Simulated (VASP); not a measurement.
# Li (Im-3m) in VASP: notebook, part 2 of 2

VASP 6.6.1. Earlier steps stand in the parts before.

## 3. Relaxation of cell and atoms, r2SCAN

This run uses another cell than the first one, of 21.61 Å³/atom.

POSCAR reads:

```
Li
1.0
    3.0391430000      0.0000000000      0.0000000000
   -1.0130476349      2.8653315103      0.0000000000
   -1.0130476349     -1.4326656878      2.4814499170
Li
1
Direct
    0.0000000000      0.0000000000      0.0000000000
```

INCAR.step1 reads:

```
PREC     = Accurate       # precision mode
ENCUT    = 600            # plane-wave cutoff, eV
ISMEAR   = -1             # smearing method
SIGMA    = 0.1            # smearing width, eV
LREAL    = False          # projectors in reciprocal space
LASPH    = True           # aspherical terms in the spheres
NELM     = 60             # most SCF steps
GGA      = PE             # functional
ALGO     = Normal         # electronic algorithm
EDIFF    = 1E-4           # SCF threshold, eV
LWAVE    = True           # write WAVECAR
LCHARG   = False          # write CHGCAR
```

INCAR.step2 reads:

```
PREC     = Accurate       # precision mode
ENCUT    = 600            # plane-wave cutoff, eV
EDIFF    = 1E-6           # SCF threshold, eV
ISMEAR   = -1             # smearing method
SIGMA    = 0.1            # smearing width, eV
LREAL    = False          # projectors in reciprocal space
LASPH    = True           # aspherical terms in the spheres
NELM     = 60             # most SCF steps
ALGO     = Normal         # electronic algorithm
ISIF     = 3              # what is computed and relaxed
LWAVE    = False          # write WAVECAR
LCHARG   = False          # write CHGCAR
METAGGA  = R2SCAN         # meta-GGA
LMIXTAU  = True         
IBRION   = 2              # ionic algorithm
NSW      = 80             # ionic steps
EDIFFG   = -0.01          # ionic threshold
ISTART   = 1
```

KPOINTS reads:

```
Automatic mesh
0
Gamma
  16 16 16
```

Potentials or basis: VASP PAW PBE potentials, release 64 (Li_sv).

Command:

```sh
cat potpaw_PBE.64/Li_sv/POTCAR > POTCAR
cp INCAR.step1 INCAR
mpirun -np 1 vasp_std > vasp.out
cp INCAR.step2 INCAR
mpirun -np 1 vasp_std > vasp.out
```

OUTCAR:

```text
PREC = Accurate
   ENCUT = 600
   EDIFF = 1E-6
   ISMEAR = -1
   LREAL = False
   LASPH = True
   NELM = 60
   ISIF = 3
   METAGGA = R2SCAN
   IBRION = 2
   NSW = 80
   EDIFFG = -0.01
   ISTART = 1

 ion  position               nearest neighbor table
   1  0.000  0.000  0.000-

  LATTYP: Found a body centered cubic cell.
 ALAT       =     3.5093000583

  Lattice vectors:

 A1 = (   3.0391430000,   0.0000000000,   0.0000000000)
 A2 = (  -1.0130476349,   2.8653315103,   0.0000000000)
 A3 = (  -1.0130476349,  -1.4326656878,   2.4814499170)

Analysis of symmetry for initial positions (statically):
=====================================================================
 Subroutine PRICEL returns:
 Original cell was already a primitive cell.

 Routine SETGRP: Setting up the symmetry group for a
 body centered cubic supercell.

 Subroutine GETGRP returns: Found 48 space group operations
 (whereof 48 operations were pure point group operations)
 out of a pool of 48 trial point group operations.

The static configuration has the point symmetry O_h .

Analysis of symmetry for dynamics (positions and initial velocities):
=====================================================================
 Subroutine PRICEL returns:
 Original cell was already a primitive cell.

 Routine SETGRP: Setting up the symmetry group for a
 body centered cubic supercell.

 Subroutine GETGRP returns: Found 48 space group operations
 (whereof 48 operations were pure point group operations)
 out of a pool of 48 trial point group operations.

The dynamic configuration has the point symmetry O_h .

 Subroutine INISYM returns: Found 48 space group operations
 (whereof 48 operations are pure point group operations),
 and found     1 'primitive' translations

----------------------------------------------------------------------------------------

                                     Primitive cell

  volume of cell :      21.6088

  direct lattice vectors                    reciprocal lattice vectors
     3.039143000  0.000000000  0.000000000     0.329040127  0.116333249  0.201495091
    -1.013047635  2.865331510  0.000000000     0.000000000  0.348999757  0.201495091
    -1.013047635 -1.432665688  2.481449917     0.000000000  0.000000000  0.402990201

  length of vectors
     3.039143000  3.039143000  3.039143000     0.402990201  0.402990201  0.402990201

  position of ions in fractional coordinates (direct lattice)
     0.000000000  0.000000000  0.000000000

  ion indices of the primitive-cell ions
   primitive index   ion index
                 1           1

----------------------------------------------------------------------------------------

 KPOINTS: Automatic mesh

Automatic generation of k-mesh.
 Grid dimensions read from file:
 generate k-points for:   16   16   16

 Generating k-lattice:

  Cartesian coordinates                     Fractional coordinates (reciprocal lattice)
[... 39 lines left out ...]
  0.187500  0.187500  0.000000     24.000000
  0.250000  0.187500  0.000000     48.000000
 [... further k-points ...]
   k-points           NKPTS =    145   k-points in BZ     NKDIM =    145   number of bands    NBANDS=      5
   number of dos      NEDOS =    301   number of ions     NIONS =      1
   total plane-waves  NPLWV =  13824
   dimension x,y,z NGX =    24 NGY =   24 NGZ =   24
   dimension x,y,z NGXF=    48 NGYF=   48 NGZF=   48
   ions per type =               1
   NGX,Y,Z   is equivalent  to a cutoff of  13.13, 13.13, 13.13 a.u.
   NGXF,Y,Z  is equivalent  to a cutoff of  26.26, 26.26, 26.26 a.u.
 SYSTEM =  unknown system
   PREC   = accura    normal or accurate (medium, high low for compatibility)
   ISTART =      1    job   : 0-new  1-cont  2-samecut
   ICHARG =      0    charge: 1-file 2-atom 10-const
   ISPIN  =      1    spin polarized calculation?
   LNONCOLLINEAR =      F non collinear calculations
   LSORBIT =      F    spin-orbit coupling
   LASPH  =      T    aspherical Exc in radial PAW
   ENCUT  =  600.0 eV  44.10 Ry    6.64 a.u.   6.07  6.07  6.07*2*pi/ulx,y,z
   NELM   =     60;   NELMIN=  2; NELMDL=  0     # of ELM steps
   EDIFF  = 0.1E-05   stopping-criterion for ELM
   LREAL  =      F    real-space projection
   EDIFFG = -.1E-01   stopping-criterion for IOM
   NSW    =     80    number of steps for IOM
   IBRION =      2    ionic relax: 0-MD 1-quasi-New 2-CG
   NFREE  =      1    steps in history (QN), initial steepest desc. (CG)
   ISIF   =      3    stress and relaxation
   ISYM   =      2    0-nonsym 1-usesym 2-fastsym
   POTIM  = 0.5000    time-step for ionic-motion
   TEBEG  =    0.0;   TEEND  =   0.0 temperature during run
   PSTRESS=    0.0 pullay stress
   NELECT =       3.0000    total number of electrons
   NUPDOWN=      -1.0000    fix difference up-down
   EMIN   =  10.00;   EMAX   =-10.00  energy-range for DOS
   EFERMI =   0.00;   METHOD = LEGACY
   ISMEAR =    -1;   SIGMA  =   0.10  broadening in eV -4-tet -1-fermi 0-gaus
   EFERMI_NEDOS =   21; number of points for ismear=-14 and -15
   IALGO  =     38    algorithm
   IMIX   =      4    mixing-type and parameters
     AMIX     =   0.40;   BMIX     =  1.00
     AMIX_MAG =   1.60;   BMIX_MAG =  1.00
  volume/ion in A,a.u.               =      21.61       145.82
  Fermi-wavevector in a.u.,A,eV,Ry     =   0.847692  1.601906  9.776897  0.718582
  Thomas-Fermi vector in A             =   1.963238
   LORBIT       =      0    0 simple, 1 ext, 2 COOP (PROOUT), +10 PAW based schemes
   METAGGA = R2SCAN    functional components
   LHFCALC =     F    Hartree Fock is set to
   AEXX    =    0.0000 exact exchange contribution
   IVDW    =     0    specifies the selected vdW correction
   LEPSILON=     F    determine dielectric tensor
   LRPA    =     F    only Hartree local field effects (RPA)
 conjugate gradient relaxation of ions
 non-spin polarized calculation
  energy-cutoff  :      600.00
  volume of cell :       21.61
 maximum number of plane-waves:       736
   NGX = 13   NGY = 13   NGZ = 13

--------------------------------------- Ionic step        1  -------------------------------------------

 number of electron       2.9999991 magnetization

 Free energy of the ion-electron system (eV)
  ---------------------------------------------------
  ext. energy  EPLUGINS =         0.00000000
  ---------------------------------------------------
  free energy    TOTEN  =        -2.39073256 eV

  energy without entropy =       -2.37600948  energy(sigma->0) =       -2.38337102

------------------------ aborting loop because EDIFF is reached ----------------------------------------

  FORCE on cell =-STRESS in cart. coord.  units (eV):
  Direction    XX          YY          ZZ          XY          YZ          ZX
  --------------------------------------------------------------------------------------
  -------------------------------------------------------------------------------------
  Total       -0.0574778     -0.0574778     -0.0574778     -0.0000000     -0.0000000     -0.0000000
  in kB       -4.2616642     -4.2616642     -4.2616643     -0.0000000     -0.0000001     -0.0000001
  external PRESSURE =      -4.2616642 kB  Pullay stress =       0.0000000 kB
[... 92 lines left out ...]
--------------------------------------- Ionic step        4  -------------------------------------------

 number of electron       2.9999993 magnetization

 Free energy of the ion-electron system (eV)
  ---------------------------------------------------
  ext. energy  EPLUGINS =         0.00000000
  ---------------------------------------------------
  free energy    TOTEN  =        -2.39139569 eV

  energy without entropy =       -2.37693574  energy(sigma->0) =       -2.38416571

 E-fermi :   0.5651     XC(G=0):  -7.3814

 val. band max:        0.5342123677   @ k =   0.2500   0.2500   0.0000
 cond. band min:       0.5731495673   @ k =   0.3125   0.1875   0.0000
 fundamental gap:      0.0389371995
 Fermi energy:         0.5651099407

 k-point     1 :       0.0000    0.0000    0.0000
  band No.  band energies     occupation
      1     -47.5501      2.00000
      2      -3.2650      2.00000
      3      16.6025      0.00000
      4      16.6037      0.00000
      5      16.6037      0.00000
[... 177 lines left out ...]
 k-point    24 :       0.2500    0.1875    0.0000
  band No.  band energies     occupation
      1     -47.5342      2.00000
      2      -0.3243      1.99973
      3       6.9533      0.00000
      4       9.3410      0.00000
      5      12.6624      0.00000

 [... further k-points ...]

------------------------ aborting loop because EDIFF is reached ----------------------------------------

  FORCE on cell =-STRESS in cart. coord.  units (eV):
  Direction    XX          YY          ZZ          XY          YZ          ZX
  --------------------------------------------------------------------------------------
  -------------------------------------------------------------------------------------
  Total       -0.0061323     -0.0061323     -0.0061323     -0.0000000     -0.0000000     -0.0000000
  in kB       -0.4728214     -0.4728214     -0.4728214     -0.0000000     -0.0000000     -0.0000000
  external PRESSURE =      -0.4728214 kB  Pullay stress =       0.0000000 kB
[... 16 lines left out ...]
  FREE ENERGIE OF THE ION-ELECTRON SYSTEM (eV)
  ---------------------------------------------------
  free  energy   TOTEN  =        -2.3913956854 eV

  energy  without entropy=       -2.3769357420  energy(sigma->0) =       -2.38416571

 reached required accuracy - stopping structural energy minimisation
```

Wall time 6.9 min (1 thread of Oxide Virtual Turin-like, shared host); peak memory 0.11 GiB.

What came out:

```yaml
Free_energy: -2.3914 eV
Relaxed_volume: 20.78 Å³/atom
Relaxed_cell: a = 3.000 Å, b = 3.000 Å, c = 3.000 Å, α = 109.47°, β = 109.47°, γ = 109.47°
Space_group_after_relaxing_to_0.1_Å: Im-3m (No. 229)
Energy_gained_by_relaxing: 0.7 meV/atom
Ionic_steps: 4
Pressure_after_relaxing: 0.0 GPa
Band_gap_on_the_k_mesh: zero (an odd number of electrons rules out a gap without spin polarisation)
```

The path:
```tsv
step	energy change (eV)	largest force (eV/Å)	pressure (GPa)	volume (Å³)
1	0.0000	0.0000	-0.43	21.61
2	-0.0004	0.0000	-0.46	21.43
3	-0.0008	0.0000	-0.09	20.90
4	-0.0007	0.0000	-0.05	20.78
```

Final structure:
```
Li
1.0
     2.99976    0.00000    0.00000
    -0.99992    2.82820    0.00000
    -0.99992   -1.41410    2.44930
Li
1
Direct
  0.00000 0.00000 0.00000
```

Caveat: the cutoff is under 1.25 times the usual one of these potentials, so pressure, stress and relaxed cells hold a basis-set (Pulay) error; the PAW data sets were made with another functional, which shifts forces and pressure a little.

The gap in the log of VASP goes by the Fermi energy; the results here count the filled bands.